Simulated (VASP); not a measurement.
# Ba: single point with PBE

Ba:

```
Ba
1.0
     6.89337    0.00000    0.00000
     0.00000    4.85093    0.00000
     0.00000    0.00000    7.24159
Ba
4
Cartesian
  3.4467 3.6383 1.8104
  3.4467 1.2126 5.4312
  0.0000 1.2128 1.8104
  0.0000 3.6381 5.4312
```

This cell differs from its parent crystal: biaxial strain in the a-b plane: -3.0 %.

| Item | Value |
| --- | --- |
| Program | VASP 6.6.1 |
| Task | single point |
| Functional | PBE |
| Potentials or basis | VASP PAW PBE potentials, release 64 (Ba_sv) |
| Cutoff | 520 eV |
| k mesh | 6 × 8 × 6 |
| Occupations | gaussian, width 0.1 eV |
| Spin | no spin polarisation |

```json
{
  "Pressure": "0.5 GPa",
  "Band gap on the k mesh": "zero (bands 20 and 21 overlap by 1.02 eV)"
}
```

Stress tensor (GPa, compression positive):
```
 1.00  0.00  0.00
 0.00  0.62  0.00
 0.00  0.00 -0.19
```

Levels at points of the mesh, in eV from the Fermi level:
```
           k point  band 17  band 18  band 19  band 20  band 21  band 22  band 23  band 24
(0.00, 0.00, 0.00)    -2.76    -0.95    -0.89    -0.61    -0.57     0.78     0.87     1.16
(0.50, 0.00, 0.00)    -1.68    -1.68    -0.19    -0.19     0.12     0.12     1.26     1.26
(0.00, 0.50, 0.00)    -0.78    -0.78     0.45     0.45     0.63     0.63     0.64     0.64
(0.50, 0.50, 0.00)    -0.38    -0.38    -0.38    -0.38     0.40     0.40     0.40     0.40
(0.00, 0.00, 0.50)    -1.78    -1.78    -0.32    -0.32     0.19     0.19     1.06     1.06
(0.50, 0.00, 0.50)    -0.88    -0.88    -0.88    -0.88     0.73     0.73     0.73     0.73
(0.00, 0.50, 0.50)    -0.41    -0.41    -0.41    -0.41     0.59     0.59     0.59     0.59
(0.50, 0.50, 0.50)    -0.90    -0.90    -0.90    -0.90     0.63     0.63     0.63     0.63
```

It took 9.9 min on 1 thread of Intel Xeon 8259CL, with other jobs on the host, peak memory 0.59 GiB.

Caveat: the cell differs from its parent crystal (biaxial strain in the a-b plane: -3.0 %); spin-orbit coupling is left out, which moves the levels of the heavy elements.
